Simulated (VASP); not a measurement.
A run of VASP 6.6.1 is set up as follows.

INCAR

```
SYSTEM = Be
ALGO = Normal ; EDIFF = 1E-6
ENCUT = 520 ; GGA = PE
ISIF = 2 ; ISMEAR = 0
IVDW = 12 ; LASPH = .True.
LCHARG = .False. ; LREAL = .False.
LWAVE = .False. ; NBANDS = 9
NELM = 80 ; PREC = Accurate
SIGMA = 0.1
```

Contents of KPOINTS:

```
k-points
0
Gamma
  3 3 2
  0 0 0
```

File POSCAR:

```
Be
1.0
    2.2647826536      0.0000000000      0.0000000000
   -1.1323913268      1.9613593121      0.0000000000
    0.0000000000      0.0000000000      3.5741024600
Be
2
Direct
    0.3333333333      0.6666666667      0.7500000000
    0.6666666667      0.3333333333      0.2500000000
```

Potentials or basis: VASP PAW PBE potentials, release 64 (Be).

Run with:

```bash
$ cat potpaw_PBE.64/Be/POTCAR > POTCAR
$ mpirun -np 1 vasp_std > vasp.out
```

Question: Estimate the dispersion energy per atom.

Answer: -0.354 eV.

Question: What does it give for the band gap on the k mesh?

Answer: Zero (band 2 reaches 6.71 eV, above the bottom of band 3 at 6.02 eV).

Question: Estimate the pressure.

Answer: 1.9 GPa.

Stress tensor (GPa, compression positive):
```
 10.56   0.00   0.00
  0.00  10.56   0.00
  0.00   0.00 -15.52
```

Caveat: the k points lie up to 1.07 Å⁻¹ apart; three body term missing; pairwise dispersion overbinds metals, which lowers pressure and volume.
